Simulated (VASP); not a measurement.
Input of a VASP 6.6.1 run:

Contents of INCAR:

```
SYSTEM = CsTaB2
PREC = Accurate
ENCUT = 520
EDIFF = 1E-6
ISMEAR = 0
SIGMA = 0.1
LREAL = .False.
LASPH = .True.
NELM = 60
ALGO = Normal
ISIF = 2
LWAVE = .False.
LCHARG = .True.
GGA = PE
LELF = .True.
LVHAR = .True.
NBANDS = 21
```

File KPOINTS:

```
regular mesh
0
Gamma
  4 4 6
  0 0 0
```

POSCAR

```
CsTaB2
1.0
    4.8614909100      0.0000000000      0.0000000000
    0.0000000000      4.8614909100      0.0000000000
    0.0000000000      0.0000000000      3.5879605200
Cs Ta B
1 1 2
Direct
    0.0000000000      0.0000000000      0.5000000000
    0.5000000000      0.5000000000      0.5000000000
    0.0000000000      0.5000000000      0.5000000000
    0.5000000000      0.0000000000      0.5000000000
```

Potentials or basis: VASP PAW PBE potentials, release 64 (Cs_sv, Ta_pv, B).

Launch:

```bash
$ cat potpaw_PBE.64/Cs_sv/POTCAR potpaw_PBE.64/Ta_pv/POTCAR potpaw_PBE.64/B/POTCAR > POTCAR
$ mpirun -np 1 vasp_std > vasp.out
```

Task: Predict the pressure.

Result: 2.5 GPa.

Task: Estimate the band gap on the k mesh.

Result: Zero (band 13 reaches 3.74 eV, above the bottom of band 14 at 1.67 eV).

Stress tensor (GPa, compression positive):
```
  8.72   0.00   0.00
  0.00   8.72   0.00
  0.00   0.00 -10.02
```

Caveat: spin-orbit coupling is left out, which moves the levels of the heavy elements.
